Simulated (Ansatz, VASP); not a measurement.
# Si3N4 in VASP and in Ansatz

File INCAR:

```
SYSTEM = Si3N4
ALGO     = Normal         ! electronic algorithm
EDIFF    = 1E-7           ! SCF threshold, eV
EDIFFG   = -0.003         ! ionic threshold
ENCUT    = 520            ! plane-wave cutoff, eV
GGA      = PE             ! functional
GGA_COMPAT= .FALSE.      
IBRION   = 2              ! ionic algorithm
ISIF     = 2              ! what is computed and relaxed
ISMEAR   = 0              ! smearing method
LASPH    = .TRUE.         ! aspherical terms in the spheres
LCHARG   = .FALSE.        ! write CHGCAR
LREAL    = .FALSE.        ! projectors in reciprocal space
LWAVE    = .FALSE.        ! write WAVECAR
NELM     = 120            ! most SCF steps
NELMIN   = 4            
NSW      = 80             ! ionic steps
PREC     = Accurate       ! precision mode
SIGMA    = 0.01           ! smearing width, eV
```

KPOINTS

```
k-points
0
G
  5 5 5
  0 0 0
```

File POSCAR:

```
Si3N4
1.0
    0.0000000000      3.8766325000      3.8766325000
    3.8766325000      0.0000000000      3.8766325000
    3.8766325000      3.8766325000      0.0000000000
Si N
6 8
Direct
    0.1250000000      0.1250000000      0.1250000000
    0.6250000000      0.1250000000      0.1250000000
    0.1250000000      0.1250000000      0.6250000000
    0.1250000000      0.6250000000      0.1250000000
    0.5000000000      0.5000000000      0.5000000000
    0.7500000000      0.7500000000      0.7500000000
    0.8824000000      0.8824000000      0.8824000000
    0.8972000000      0.3676000000      0.3676000000
    0.8824000000      0.8824000000      0.3528000000
    0.3676000000      0.8972000000      0.3676000000
    0.3528000000      0.8824000000      0.8824000000
    0.3676000000      0.3676000000      0.3676000000
    0.8824000000      0.3528000000      0.8824000000
    0.3676000000      0.3676000000      0.8972000000
```

Input for Ansatz:

```yaml
crystal:
  lattice:
    - [0.0, 3.8766325, 3.8766325]
    - [3.8766325, 0.0, 3.8766325]
    - [3.8766325, 3.8766325, 0.0]
  atoms:
    - { symbol: Si, position: [0.125, 0.125, 0.125] }
    - { symbol: Si, position: [0.625, 0.125, 0.125] }
    - { symbol: Si, position: [0.125, 0.125, 0.625] }
    - { symbol: Si, position: [0.125, 0.625, 0.125] }
    - { symbol: Si, position: [0.5, 0.5, 0.5] }
    - { symbol: Si, position: [0.75, 0.75, 0.75] }
    - { symbol: "N", position: [0.8824, 0.8824, 0.8824] }
    - { symbol: "N", position: [0.8972, 0.3676, 0.3676] }
    - { symbol: "N", position: [0.8824, 0.8824, 0.3528] }
    - { symbol: "N", position: [0.3676, 0.8972, 0.3676] }
    - { symbol: "N", position: [0.3528, 0.8824, 0.8824] }
    - { symbol: "N", position: [0.3676, 0.3676, 0.3676] }
    - { symbol: "N", position: [0.8824, 0.3528, 0.8824] }
    - { symbol: "N", position: [0.3676, 0.3676, 0.8972] }
scf:
  occupations: { method: fixed }
output:
  forces: true
  stress: true
  eigenvalues: true
kpoints:
  mp_grid: { grid: [5, 5, 5] }
hamiltonian:
  xc: pbe
relax:
  f_tol: 0.003
  max_steps: 60
```

Alike in both runs: task relaxation of the atoms; functional PBE; k mesh 5 × 5 × 5; no spin polarisation.

|  | VASP | Ansatz |
| --- | --- | --- |
| version | VASP 6.6.1 | Ansatz 0.2.0 |
| potentials or method | VASP PAW PBE potentials, release 64 (Si, N) | scalar-relativistic, plane waves, PAW |
| plane-wave cutoff (eV) | 520 | 420 |
| occupations | gaussian, width 0.01 eV | fixed |
| valence electrons in the cell | 64 | 64 |

|  | VASP | Ansatz | Ansatz less VASP |
| --- | --- | --- | --- |
| gap on the k mesh at the Fermi level, each at its own relaxed structure (eV) | 3.39 | 3.40 | +0.012 |

Ansatz's warnings: stress scf threshold loose.
